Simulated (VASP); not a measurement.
# Hf (P6_3/mmc) in VASP: a series of runs

Runs on Hf. Level: PBE. Tasks: electric field gradients.

All numbers are computed with VASP 6.6.1; they aren't measurements. Logs are shortened: lines on timing, memory, paths and dates and some standing lists are left out, and cuts for length are marked.

### Step 1. The cell of the first run

Symmetry: P6_3/mmc, No. 194, hexagonal system. The conventional cell has a = 3.228 Å, b = 3.228 Å, c = 5.108 Å, α = 90.00°, β = 90.00°, γ = 120.00°. Within 4.2 Å of Hf (site symmetry -6m2) lie 12 Hf at 3.16 to 3.23 Å.

### Step 2. Electric field gradients, PBE (volume scaled by 1.03)

The input, INCAR:

```
SYSTEM = Hf
  PREC = Accurate
  ENCUT = 520
  EDIFF = 1E-8
  ISMEAR = -1
  SIGMA = 0.05
  LREAL = .False.
  LASPH = .True.
  NELM = 60
  ALGO = Normal
  ISIF = 2
  LWAVE = .False.
  LCHARG = .False.
  GGA = PE
  LEFG = .True.
  NBANDS = 17
```

The input, KPOINTS:

```
regular mesh
0
Gamma
  13 13 7
  0 0 0
```

The input, POSCAR:

```
Hf
1.0
    3.2283510632      0.0000000000      0.0000000000
   -1.6141755316      2.7958340330      0.0000000000
    0.0000000000      0.0000000000      5.1078804847
Hf
2
Direct
    0.3333333333      0.6666666667      0.2500000000
    0.6666666667      0.3333333333      0.7500000000
```

Potentials or basis: VASP PAW PBE potentials, release 64 (Hf_pv).

Run with:

```sh
cat potpaw_PBE.64/Hf_pv/POTCAR > POTCAR
mpirun -np 1 vasp_std > vasp.out
```

OUTCAR:

```text
SYSTEM = Hf
   PREC = Accurate
   ENCUT = 520
   EDIFF = 1E-8
   ISMEAR = -1
   LREAL = .False.
   LASPH = .True.
   NELM = 60
   ISIF = 2
   GGA = PE

 ion  position               nearest neighbor table
   1  0.333  0.667  0.250-   2 3.16   2 3.16   2 3.16   2 3.16   2 3.16   2 3.16
   2  0.667  0.333  0.750-   1 3.16   1 3.16   1 3.16   1 3.16   1 3.16   1 3.16

  LATTYP: Found a hexagonal cell.
 ALAT       =     3.2283510632
 C/A-ratio  =     1.5821948681

  Lattice vectors:

 A1 = (   3.2283510632,   0.0000000000,   0.0000000000)
 A2 = (  -1.6141755316,   2.7958340330,   0.0000000000)
 A3 = (   0.0000000000,   0.0000000000,   5.1078804847)

Analysis of symmetry for initial positions (statically):
=====================================================================
 Subroutine PRICEL returns:
 Original cell was already a primitive cell.

 Routine SETGRP: Setting up the symmetry group for a
 hexagonal supercell.

 Subroutine GETGRP returns: Found 24 space group operations
 (whereof 12 operations were pure point group operations)
 out of a pool of 24 trial point group operations.

The static configuration has the point symmetry D_3d.
 The point group associated with its full space group is D_6h.

Analysis of symmetry for dynamics (positions and initial velocities):
=====================================================================
 Subroutine PRICEL returns:
 Original cell was already a primitive cell.

 Routine SETGRP: Setting up the symmetry group for a
 hexagonal supercell.

 Subroutine GETGRP returns: Found 24 space group operations
 (whereof 12 operations were pure point group operations)
 out of a pool of 24 trial point group operations.

The dynamic configuration has the point symmetry D_3d.
 The point group associated with its full space group is D_6h.

 Subroutine INISYM returns: Found 24 space group operations
 (whereof 12 operations are pure point group operations),
 and found     1 'primitive' translations

----------------------------------------------------------------------------------------

                                     Primitive cell

  volume of cell :      46.1034

  direct lattice vectors                    reciprocal lattice vectors
     3.228351063  0.000000000  0.000000000     0.309755656  0.178837511  0.000000000
    -1.614175532  2.795834033  0.000000000     0.000000000  0.357675022  0.000000000
     0.000000000  0.000000000  5.107880485     0.000000000  0.000000000  0.195775920

  length of vectors
     3.228351063  3.228351063  5.107880485     0.357675022  0.357675022  0.195775920

  position of ions in fractional coordinates (direct lattice)
     0.333333333  0.666666667  0.250000000
     0.666666667  0.333333333  0.750000000

  ion indices of the primitive-cell ions
   primitive index   ion index
                 1           1
                 2           2

----------------------------------------------------------------------------------------

 KPOINTS: regular mesh

Automatic generation of k-mesh.
 Grid dimensions read from file:
 generate k-points for:   13   13    7

 Generating k-lattice:

  Cartesian coordinates                     Fractional coordinates (reciprocal lattice)
     0.023827358  0.013756732  0.000000000     0.076923077 -0.000000000  0.000000000
     0.000000000  0.027513463  0.000000000     0.000000000  0.076923077  0.000000000
     0.000000000  0.000000000  0.027967989     0.000000000  0.000000000  0.142857143

  Length of vectors
     0.027513463  0.027513463  0.027967989

  Shift w.r.t. Gamma in fractional coordinates (k-lattice)
     0.000000000  0.000000000  0.000000000

 Subroutine IBZKPT returns following result:
 ===========================================

 Found     84 irreducible k-points:

 Following reciprocal coordinates:
            Coordinates               Weight
  0.000000  0.000000  0.000000      1.000000
  0.076923 -0.000000  0.000000      6.000000
  0.153846 -0.000000  0.000000      6.000000
  0.230769 -0.000000  0.000000      6.000000
  0.307692 -0.000000  0.000000      6.000000
  0.384615 -0.000000  0.000000      6.000000
[... 16 lines left out ...]
  0.076923 -0.000000  0.142857     12.000000
  0.153846 -0.000000  0.142857     12.000000
 [... further k-points ...]
   k-points           NKPTS =     84   k-points in BZ     NKDIM =     84   number of bands    NBANDS=     17
   number of dos      NEDOS =    301   number of ions     NIONS =      2
   total plane-waves  NPLWV =  23040
   dimension x,y,z NGX =    24 NGY =   24 NGZ =   40
   dimension x,y,z NGXF=    48 NGYF=   48 NGZF=   80
   ions per type =               2
   NGX,Y,Z   is equivalent  to a cutoff of  12.36, 12.36, 13.02 a.u.
   NGXF,Y,Z  is equivalent  to a cutoff of  24.72, 24.72, 26.04 a.u.
 SYSTEM =  Hf
   PREC   = accura    normal or accurate (medium, high low for compatibility)
   ISTART =      0    job   : 0-new  1-cont  2-samecut
   ICHARG =      2    charge: 1-file 2-atom 10-const
   ISPIN  =      1    spin polarized calculation?
   LNONCOLLINEAR =      F non collinear calculations
   LSORBIT =      F    spin-orbit coupling
   LASPH  =      T    aspherical Exc in radial PAW
   ENCUT  =  520.0 eV  38.22 Ry    6.18 a.u.   6.00  6.00  9.50*2*pi/ulx,y,z
   NELM   =     60;   NELMIN=  2; NELMDL= -5     # of ELM steps
   EDIFF  = 0.1E-07   stopping-criterion for ELM
   LREAL  =      F    real-space projection
   EDIFFG = 0.1E-06   stopping-criterion for IOM
   NSW    =      0    number of steps for IOM
   IBRION =     -1    ionic relax: 0-MD 1-quasi-New 2-CG
   NFREE  =      0    steps in history (QN), initial steepest desc. (CG)
   ISIF   =      2    stress and relaxation
   ISYM   =      2    0-nonsym 1-usesym 2-fastsym
   POTIM  = 0.5000    time-step for ionic-motion
   TEBEG  =    0.0;   TEEND  =   0.0 temperature during run
   PSTRESS=    0.0 pullay stress
   NELECT =      20.0000    total number of electrons
   NUPDOWN=      -1.0000    fix difference up-down
   EMIN   =  10.00;   EMAX   =-10.00  energy-range for DOS
   EFERMI =   0.00;   METHOD = LEGACY
   ISMEAR =    -1;   SIGMA  =   0.05  broadening in eV -4-tet -1-fermi 0-gaus
   EFERMI_NEDOS =   21; number of points for ismear=-14 and -15
   IALGO  =     38    algorithm
   IMIX   =      4    mixing-type and parameters
     AMIX     =   0.40;   BMIX     =  1.00
     AMIX_MAG =   1.60;   BMIX_MAG =  1.00
  volume/ion in A,a.u.               =      23.05       155.56
  Fermi-wavevector in a.u.,A,eV,Ry     =   1.239293  2.341924 20.896457  1.535846
  Thomas-Fermi vector in A             =   2.373782
   LORBIT       =      0    0 simple, 1 ext, 2 COOP (PROOUT), +10 PAW based schemes
   GGA     = PE    functional components
   LHFCALC =     F    Hartree Fock is set to
   AEXX    =    0.0000 exact exchange contribution
   IVDW    =     0    specifies the selected vdW correction
   LEPSILON=     F    determine dielectric tensor
   LRPA    =     F    only Hartree local field effects (RPA)
 non-spin polarized calculation
  energy-cutoff  :      520.00
  volume of cell :       46.10
 maximum number of plane-waves:      1260
   NGX = 13   NGY = 13   NGZ = 19

 number of electron      20.0000006 magnetization

 Free energy of the ion-electron system (eV)
  ---------------------------------------------------
  ext. energy  EPLUGINS =         0.00000000
  ---------------------------------------------------
  free energy    TOTEN  =       -19.84567765 eV

  energy without entropy =      -19.83268868  energy(sigma->0) =      -19.83918317

 E-fermi :   4.7124     XC(G=0): -11.1479

 val. band max:        4.7079800801   @ k =   0.1538  -0.0000   0.4286
 cond. band min:       4.7142508809   @ k =   0.0000   0.0000   0.4286
 fundamental gap:      0.0062708008
 Fermi energy:         4.7124499837

 k-point     1 :       0.0000    0.0000    0.0000
  band No.  band energies     occupation
      1     -26.3906      2.00000
      2     -25.7169      2.00000
      3     -25.7169      2.00000
      4     -25.6075      2.00000
      5     -25.6007      2.00000
      6     -25.6007      2.00000
[... 9 lines left out ...]
     16       7.2855      0.00000
     17       9.8854      0.00000

 k-point     2 :       0.0769   -0.0000    0.0000
  band No.  band energies     occupation
      1     -26.3768      2.00000
      2     -25.7462      2.00000
      3     -25.7268      2.00000
      4     -25.6316      2.00000
      5     -25.6139      2.00000
      6     -25.6047      2.00000
[... 9 lines left out ...]
     16       7.1224      0.00000
     17      10.0161      0.00000

 k-point     3 :       0.1538   -0.0000    0.0000
  band No.  band energies     occupation
      1     -26.3369      2.00000
      2     -25.8274      2.00000
      3     -25.7534      2.00000
      4     -25.7156      2.00000
      5     -25.6332      2.00000
      6     -25.6164      2.00000
[... 9 lines left out ...]
     16       7.2782      0.00000
     17      10.2973      0.00000

 k-point     4 :       0.2308   -0.0000    0.0000
  band No.  band energies     occupation
      1     -26.2756      2.00000
      2     -25.9421      2.00000
      3     -25.8297      2.00000
      4     -25.7894      2.00000
      5     -25.6652      2.00000
      6     -25.6341      2.00000
[... 9 lines left out ...]
     16       7.9921      0.00000
     17      10.5746      0.00000
[... 343 lines left out ...]
      1     -26.3542      2.00000
      2     -25.7112      2.00000
      3     -25.7112      2.00000
      4     -25.6489      2.00000
      5     -25.6065      2.00000
      6     -25.6065      2.00000
[... 9 lines left out ...]
     16       7.5761      0.00000
     17       9.9542      0.00000

 k-point    23 :       0.0769   -0.0000    0.1429
  band No.  band energies     occupation
      1     -26.3421      2.00000
      2     -25.7396      2.00000
      3     -25.7208      2.00000
      4     -25.6723      2.00000
      5     -25.6190      2.00000
      6     -25.6108      2.00000
[... 9 lines left out ...]
     16       7.4743      0.00000
     17      10.0599      0.00000

 k-point    24 :       0.1538   -0.0000    0.1429
  band No.  band energies     occupation
      1     -26.3081      2.00000
      2     -25.8183      2.00000
      3     -25.7491      2.00000
      4     -25.7467      2.00000
      5     -25.6409      2.00000
      6     -25.6232      2.00000
[... 9 lines left out ...]
     16       7.4548      0.00000
     17      10.2827      0.00000

 [... further k-points ...]

------------------------ aborting loop because EDIFF is reached ----------------------------------------

  FORCE on cell =-STRESS in cart. coord.  units (eV):
  Direction    XX          YY          ZZ          XY          YZ          ZX
  --------------------------------------------------------------------------------------
  -------------------------------------------------------------------------------------
  Total       -0.7582396     -0.7582396     -0.8566755      0.0000000      0.0000000      0.0000000
  in kB      -26.3502154    -26.3502154    -29.7710426      0.0000000      0.0000000      0.0000000
  external PRESSURE =     -27.4904912 kB  Pullay stress =       0.0000000 kB

 VOLUME and BASIS-vectors are now :
 -----------------------------------------------------------------------------
  energy-cutoff  :      520.00
  volume of cell :       46.10
      direct lattice vectors                 reciprocal lattice vectors
     3.228351063  0.000000000  0.000000000     0.309755656  0.178837511  0.000000000
    -1.614175532  2.795834033  0.000000000     0.000000000  0.357675022  0.000000000
     0.000000000  0.000000000  5.107880485     0.000000000  0.000000000  0.195775920

 POSITION                                       TOTAL-FORCE (eV/Angst)
 -----------------------------------------------------------------------------------
     -0.00000      1.86389      1.27697         0.000000     -0.000000      0.000000
      1.61418      0.93194      3.83091        -0.000000      0.000000      0.000000
 -----------------------------------------------------------------------------------
    total drift:                               -0.000000      0.000000     -0.000000

  FREE ENERGIE OF THE ION-ELECTRON SYSTEM (eV)
  ---------------------------------------------------
  free  energy   TOTEN  =       -19.8456776526 eV

  energy  without entropy=      -19.8326886806  energy(sigma->0) =      -19.83918317

 Electric field gradients (V/A^2)
---------------------------------------------------------------------
 ion       V_xx      V_yy      V_zz      V_xy      V_xz      V_yz
---------------------------------------------------------------------
   1     -37.250   -37.250    74.500     0.001     0.000    -0.000
   2     -37.250   -37.250    74.500     0.001    -0.000     0.000
---------------------------------------------------------------------

 Electric field gradients after diagonalization (V/A^2)
 (convention: |V_zz| > |V_xx| > |V_yy|)
----------------------------------------------------------------------
 ion       V_xx      V_yy      V_zz     asymmetry (V_yy - V_xx)/ V_zz
----------------------------------------------------------------------
   1     -37.251   -37.249    74.500       0.000
   2     -37.251   -37.249    74.500       0.000
----------------------------------------------------------------------

           NMR quadrupolar parameters

 Cq : quadrupolar parameter    Cq=e*Q*V_zz/h
 eta: asymmetry parameters     (V_yy - V_xx)/ V_zz
 Q  : nuclear electric quadrupole moment in mb (millibarn)
----------------------------------------------------------------------
 ion       Cq(MHz)       eta       Q (mb)
----------------------------------------------------------------------
   1       0.180       0.000       1.000
   2       0.180       0.000       1.000
----------------------------------------------------------------------
```

Wall time 19 s (1 thread of Intel Xeon 6975P-C (Granite Rapids), shared host); peak memory 0.19 GiB.

Results:

| Property | Result |
| --- | --- |
| Free energy | -19.8457 eV |
| Pressure | -2.7 GPa |
| Band gap on the k mesh | zero (band 10 reaches 5.88 eV, above the bottom of band 11 at 4.31 eV) |

Levels at points of the mesh, in eV from the Fermi level:
| k point | band 7 | band 8 | band 9 | band 10 | band 11 | band 12 | band 13 | band 14 |
| --- | --- | --- | --- | --- | --- | --- | --- | --- |
| (0.00, 0.00, 0.00) | -7.28 | -3.62 | 0.54 | 1.17 | 1.17 | 1.44 | 1.96 | 1.96 |

Electric field gradients, principal values (V/Å²):
```
atom    least   middle  greatest (by size)
1 Hf  -37.249  -37.251              74.500
2 Hf  -37.249  -37.251              74.500
```

Caveat: without QUAD_EFG the Cq values of the log hold for a quadrupole moment of 1 mb, not for the nuclei; spin-orbit coupling is left out, which moves the levels of the heavy elements.

[end of part 1 of 2]
